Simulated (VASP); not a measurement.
## Ga2O3: single point with PBE

Crystal: Ga2O3.

```
Ga O
1.0
     2.50334    1.44530    4.49514
    -2.50334    1.44530    4.49514
     0.00000   -2.89061    4.49514
Ga O
4 6
Direct
  0.85584 0.85584 0.85584
  0.35584 0.35584 0.35584
  0.14416 0.14416 0.14416
  0.64416 0.64416 0.64416
  0.44687 0.05313 0.75000
  0.05313 0.75000 0.44687
  0.55313 0.94687 0.25000
  0.25000 0.55313 0.94687
  0.94687 0.25000 0.55313
  0.75000 0.44687 0.05313
```

```
Program             : VASP 6.6.1
Task                : single point
Functional          : PBE
Potentials or basis : VASP PAW PBE potentials, release 64 (Ga_d, O)
Cutoff              : 520 eV
k mesh              : 6 × 6 × 6
Occupations         : gaussian, width 0.01 eV
Spin                : no spin polarisation
```

- Pressure: 7.6 GPa
- Largest force: 0.017 eV/Å
- Band gap on the k mesh: 2.71 eV (least direct gap 2.96 eV)

Forces on the atoms (eV/Å):
```
Ga   0.000  0.000  0.017
Ga   0.000  0.000  0.017
Ga   0.000  0.000 -0.017
Ga   0.000  0.000 -0.017
O   -0.003  0.000  0.000
O    0.002  0.003  0.000
O    0.003  0.000  0.000
O   -0.002  0.003  0.000
O   -0.002 -0.003  0.000
O    0.002 -0.003  0.000
```

Stress tensor (GPa, compression positive):
```
7.90 0.00 0.00
0.00 7.90 0.00
0.00 0.00 6.95
```

Levels at points of the mesh, in eV from the valence-band top:
| k point | band 42 | band 43 | band 44 | band 45 | band 46 | band 47 |
| --- | --- | --- | --- | --- | --- | --- |
| (0.00, 0.00, 0.00) | -0.31 | -0.25 | -0.25 | 2.71 | 6.59 | 6.76 |
| (0.50, 0.00, 0.00) | -0.97 | -0.15 | -0.15 | 6.31 | 6.31 | 6.65 |
| (0.50, 0.50, 0.00) | -0.69 | -0.25 | -0.15 | 6.45 | 6.65 | 7.51 |
| (0.50, 0.50, 0.50) | -0.30 | -0.30 | -0.30 | 5.77 | 5.77 | 7.77 |

It took 3 min on 1 thread of Intel(R) Xeon(R) Platinum 8488C (Sapphire Rapids), with other jobs on the host, peak memory 0.3 GiB.

Caveat: the cell stands under pressure. A k mesh can miss the band edges.
